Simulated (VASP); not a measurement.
# CsCl (CsCl type): single point with HSE06

The system is CsCl (CsCl type).

```xyz
2
Lattice="4.1288 0.0000 0.0000 0.0000 4.1288 0.0000 0.0000 0.0000 4.1288" Properties=species:S:1:pos:R:3 pbc="T T T"
Cs    0.0000    0.0000    0.0000
Cl    2.0644    2.0644    2.0644
```

```json
{
 "Program": "VASP 6.6.1",
 "Task": "single point",
 "Functional": "HSE06",
 "Potentials or basis": "VASP PAW PBE potentials, release 64 (Cs_sv, Cl)",
 "Cutoff": "400 eV",
 "k mesh": "4 × 4 × 4",
 "Occupations": "fermi-dirac, width 0.05 eV",
 "Spin": "no spin polarisation",
 "Dipole correction": "no",
 "Grid for exact exchange (PRECFOCK)": "Normal",
 "Further INCAR settings": "ALGO = Normal; EDIFF = 1e-06; NBANDS = 15",
 "Share of exact exchange": "0.25",
 "Screening parameter": "0.2079 1/Å"
}
```

| Property | Result |
| --- | --- |
| Pressure | 0.6 GPa |
| Band gap on the k mesh | 6.56 eV |

Levels at points of the mesh, in eV from the valence-band top:
```tsv
k point	band 6	band 7	band 8	band 9	band 10	band 11
(0.00, 0.00, 0.00)	0.00	0.00	0.00	6.56	6.68	6.68
(0.50, 0.00, 0.00)	-1.21	-0.25	-0.25	7.76	9.00	10.24
(0.50, 0.50, 0.00)	-0.45	-0.45	-0.06	7.26	7.34	9.39
(0.50, 0.50, 0.50)	-1.15	-1.15	-1.15	9.95	9.95	9.95
```

Wall time 6.7 min on 1 thread of Intel(R) Xeon(R) Platinum 8259CL CPU @ 2.50GHz (Skylake/Cascade Lake), on a shared host, peak memory 0.26 GiB.

Caveat: the PAW data sets were made with another functional, which shifts forces and pressure a little; spin-orbit coupling is left out, which moves the levels of the heavy elements.
